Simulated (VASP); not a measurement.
A run of VASP 6.6.1 is set up as follows.

Contents of INCAR:

```
PREC = Accurate
ENCUT = 600
EDIFF = 1E-6
ISMEAR = 0
SIGMA = 0.1
LREAL = False
LASPH = True
NELM = 120
ALGO = Normal
ISIF = 2
LWAVE = False
LCHARG = False
GGA = PE
NBANDS = 13
GGA_COMPAT = False
```

File KPOINTS:

```
regular mesh
0
Gamma
  14 14 14
```

Contents of POSCAR:

```
AlCo
1.0
    2.8517131174      0.0000000000      0.0000000000
    0.0000000000      2.8517131174      0.0000000000
    0.0000000000      0.0000000000      2.8517131174
Co Al
1 1
Direct
    0.0000000000      0.0000000000      0.0000000000
    0.5000000000      0.5000000000      0.5000000000
```

Potentials or basis: VASP PAW PBE potentials, release 64 (Co, Al).

Launch:

```console
$ cat potpaw_PBE.64/Co/POTCAR potpaw_PBE.64/Al/POTCAR > POTCAR
$ mpirun -np 1 vasp_std > vasp.out
```

Predict the pressure.

0.0 GPa.

Predict the band gap on the k mesh.

zero (band 6 reaches 12.94 eV, above the bottom of band 7 at 10.31 eV).

Spin polarisation is off, so any magnetic state and its effect on volume and gap are missing.
